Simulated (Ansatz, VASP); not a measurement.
Two plane-wave programs on PbSe

The input POSCAR:

```
PbSe
1.0
    5.1741442875      0.0000000001      0.0000000000
   -2.5870721438      4.4809403958      0.0000000000
    0.0000000000      0.0000000000      6.2147753187
Pb Se
2 2
Direct
    0.3333333333      0.6666666667     -0.0648967816
    0.6666666667      0.3333333333      0.4351032184
    0.3333333333      0.6666666667      0.4398967816
    0.6666666667      0.3333333333      0.9398967816
```

INCAR.step1

```
ALGO     = Normal         # electronic algorithm
EDIFF    = 1E-4           # SCF threshold, eV
ENCUT    = 520            # plane-wave cutoff, eV
GGA      = PE             # functional
ISMEAR   = 0              # smearing method
LASPH    = True           # aspherical terms in the spheres
LCHARG   = False          # write CHGCAR
LREAL    = False          # projectors in reciprocal space
LWAVE    = True           # write WAVECAR
NBANDS   = 28             # bands
NELM     = 100            # most SCF steps
PREC     = Accurate       # precision mode
SIGMA    = 0.01           # smearing width, eV
```

File INCAR.step2:

```
ALGO     = Normal         # electronic algorithm
EDIFF    = 1E-6           # SCF threshold, eV
ENCUT    = 520            # plane-wave cutoff, eV
ISIF     = 2              # what is computed and relaxed
ISMEAR   = 0              # smearing method
ISTART   = 1            
LASPH    = True           # aspherical terms in the spheres
LCHARG   = False          # write CHGCAR
LMIXTAU  = True         
LREAL    = False          # projectors in reciprocal space
LWAVE    = False          # write WAVECAR
METAGGA  = R2SCAN         # meta-GGA
NBANDS   = 28             # bands
NELM     = 100            # most SCF steps
PREC     = Accurate       # precision mode
SIGMA    = 0.01           # smearing width, eV
```

KPOINTS

```
k-points
0
Gamma
  6 6 4
```

Input for Ansatz:

```yaml
crystal:
  lattice:
    - [5.1741442875, 1.0e-10, 0.0]
    - [-2.5870721438, 4.4809403958, 0.0]
    - [0.0, 0.0, 6.2147753187]
  atoms:
    - { symbol: Pb, position: [0.3333333333, 0.6666666667, -0.0648967816] }
    - { symbol: Pb, position: [0.6666666667, 0.3333333333, 0.4351032184] }
    - { symbol: Se, position: [0.3333333333, 0.6666666667, 0.4398967816] }
    - { symbol: Se, position: [0.6666666667, 0.3333333333, 0.9398967816] }
kpoints:
  mp_grid: { grid: [6, 6, 4] }
hamiltonian:
  xc: r2scan
scf:
  occupations: { method: fixed }
  n_extra_bands: 5
output:
  forces: true
  stress: true
  eigenvalues: true
```

Alike in both runs: task single point; functional r2SCAN; k mesh 6 × 6 × 4; no spin polarisation.

```csv
,VASP,Ansatz
version,VASP 6.6.1,Ansatz 0.2.0
potentials or method,"VASP PAW PBE potentials, release 64 (Pb_d, Se)","plane waves, PAW"
plane-wave cutoff (eV),520,500
occupations,"gaussian, width 0.01 eV",fixed
valence electrons in the cell,40,60
```

|  | VASP | Ansatz | Ansatz less VASP |
| --- | --- | --- | --- |
| gap on the k mesh at the Fermi level (eV) | 1.48 | 1.48 | -0.002 |
| pressure (GPa) | 0.0 | 0.0 | -0.01 |

VASP's potentials were made for PBE, not for r2SCAN. VASP's potentials hold 40 valence electrons a cell and Ansatz's 60, so a difference there can come from the potentials and not from the codes.

Spin-orbit coupling is off throughout.
